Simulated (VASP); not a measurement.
Input of a VASP 6.6.1 run:

File INCAR:

```
PREC     = Accurate       # precision mode
ENCUT    = 520            # plane-wave cutoff, eV
EDIFF    = 1E-6           # SCF threshold, eV
ISMEAR   = -1             # smearing method
SIGMA    = 0.08           # smearing width, eV
LREAL    = False          # projectors in reciprocal space
LASPH    = True           # aspherical terms in the spheres
NELM     = 60             # most SCF steps
ALGO     = Normal         # electronic algorithm
ISIF     = 2              # what is computed and relaxed
LWAVE    = False          # write WAVECAR
LCHARG   = False          # write CHGCAR
GGA      = PE             # functional
NBANDS   = 17             # bands
```

File KPOINTS:

```
Automatic mesh
0
Gamma
  10 10 10
```

Contents of POSCAR:

```
Ca
1.0
    1.9672383114     -1.1357855686      6.4342184424
    0.0000000000      2.2715711373      6.4342184424
   -1.9672383114     -1.1357855686      6.4342184424
Ca
2
Direct
    0.2500000632      0.2500000632      0.2500000632
   -0.2500000632     -0.2500000632     -0.2500000632
```

Potentials or basis: VASP PAW PBE potentials, release 64 (Ca_sv).

Run with:

```console
$ cat potpaw_PBE.64/Ca_sv/POTCAR > POTCAR
$ mpirun -np 1 vasp_std > vasp.out
```

(1) Estimate the band gap on the k mesh.

(2) What does it give for the pressure?

Results:

(1) zero (bands 10 and 11 overlap by 0.34 eV).

(2) -0.4 GPa.
